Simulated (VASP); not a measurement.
Crystal: LiNb.

```
Li Nb
1.0
     2.81654    0.00000    0.00000
     0.00000    2.81654    0.00000
     0.00000    0.00000    3.69168
Li Nb
1 1
Direct
  0.50000 0.50000 0.50000
  0.00000 0.00000 0.00000
```

```yaml
Program: VASP 6.6.1
Task: relaxation of cell and atoms
Functional: PBE
Potentials_or_basis: VASP PAW PBE potentials, release 64 (Li_sv, Nb_sv)
Cutoff: 600 eV
k_mesh: 6 × 6 × 6
Occupations: gaussian, width 0.1 eV
Spin: no spin polarisation
```

At the start: pressure 5.3 GPa; volume 14.64 Å³/atom.

**Question.** How do energy, volume and symmetry change on relaxing?

**Answer.** Over 14 steps the energy falls by 116.7 meV/atom and the volume is 17.00 Å³/atom (+16.1 %); space group P4/mmm (No. 123, to 0.05 Å).

The path:
```csv
step,energy change (eV),largest force (eV/Å),pressure (GPa),volume (Å³)
1,0.0000,0.0000,5.28,29.29
2,-0.0740,0.0000,-0.26,31.37
3,-0.0831,0.0000,-1.48,31.80
4,-0.0786,0.0000,-3.30,32.67
5,-0.1242,0.0000,-3.32,33.14
6,-0.1767,0.0000,-2.82,34.13
7,-0.1861,0.0000,-0.16,35.35
8,-0.1823,0.0000,-3.57,34.39
9,-0.2276,0.0000,-1.83,34.95
10,-0.2247,0.0000,0.64,33.53
11,-0.2326,0.0000,0.39,33.91
12,-0.2325,0.0000,-0.20,34.13
13,-0.2334,0.0000,-0.22,34.09
14,-0.2334,0.0000,-0.04,34.00
```

Final structure:
```cif
data_structure
_symmetry_space_group_name_H-M 'P 1'
_symmetry_Int_Tables_number 1
_cell_length_a 2.6582
_cell_length_b 2.6582
_cell_length_c 4.8115
_cell_angle_alpha 90.000
_cell_angle_beta 90.000
_cell_angle_gamma 90.000
_cell_volume 34.00
loop_
_atom_site_label
_atom_site_type_symbol
_atom_site_fract_x
_atom_site_fract_y
_atom_site_fract_z
_atom_site_occupancy
Li1 Li 0.50000 0.50000 0.50000 1
Nb1 Nb 0.00000 0.00000 0.00000 1
```

Caveat: the k points lie up to 0.39 Å⁻¹ apart in the final cell; the cutoff is under 1.25 times the usual one of these potentials, so pressure, stress and relaxed cells hold a basis-set (Pulay) error; the volume moved by over 15 % at a fixed basis, so the end points are rough.
